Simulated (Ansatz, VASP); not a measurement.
**One calculation of Ca, two programs**

The input INCAR:

```
SYSTEM = Ca
  ALGO = Normal
  EDIFF = 1E-6
  ENCUT = 520
  GGA = PS
  ISIF = 2
  ISMEAR = -1
  LASPH = .True.
  LCHARG = .False.
  LREAL = .False.
  LWAVE = .False.
  NBANDS = 11
  NELM = 60
  PREC = Accurate
  SIGMA = 0.05
```

File KPOINTS:

```
k-points
0
Gamma
  5 5 5
  0 0 0
```

File POSCAR:

```
Ca
1.0
   -2.2052049036      2.2052049036      2.1961148100
    2.2052049036     -2.2052049036      2.1961148100
    2.2052049036      2.2052049036     -2.1961148100
Ca
1
Direct
    0.5000000000      0.5000000000      0.0000000000
```

The input input.yaml:

```yaml
crystal:
  lattice:
    - [-2.2052049036, 2.2052049036, 2.19611481]
    - [2.2052049036, -2.2052049036, 2.19611481]
    - [2.2052049036, 2.2052049036, -2.19611481]
  atoms:
    - { symbol: Ca, position: [0.5, 0.5, 0.0] }
hamiltonian:
  xc: pbesol
  pseudopotentials: { kind: paw }
kpoints:
  mp_grid: { grid: [5, 5, 5] }
  band_path:
    path:
      - [[0.0, 0.0, 0.0], [0.0, 0.0, 0.5], [-0.5, 0.5, 0.5], [0.0, 0.0, 0.0], [0.4979431938, 0.4979431938, -0.4979431938], [0.25, 0.25, 0.25], [0.0, 0.5, 0.0], [-0.4979431938, 0.5020568062, 0.4979431938], [-0.5, 0.5, 0.5]]
      - [[0.0, 0.0, 0.5], [0.25, 0.25, 0.25]]
    npoints: 14
scf:
  occupations: { method: fermi_dirac, width: 0.05 }
  n_extra_bands: 6
output:
  forces: true
  stress: true
  eigenvalues: true
  fatbands: false
```

Alike in both runs: functional PBEsol; k mesh 5 × 5 × 5; occupations fermi-dirac, width 0.05 eV; no spin polarisation.

```csv
,VASP,Ansatz
version,VASP 6.6.1,Ansatz 0.2.0
potentials or method,"VASP PAW PBE potentials, release 64 (Ca_sv)",Ansatz PAW
plane-wave cutoff (eV),520,420
valence electrons in the cell,10,10
task,single point,band structure
```

|  | VASP | Ansatz | Ansatz less VASP |
| --- | --- | --- | --- |
| gap on the k mesh at the Fermi level (eV) | none | none | - |
| pressure (GPa) | -0.9 | -0.9 | -0.01 |

VASP's potentials were made for PBE, not for PBEsol. A gap of «none» marks a metal or a gap that the smearing closes.

The k mesh is coarse, so the values compare programs but aren't converged.
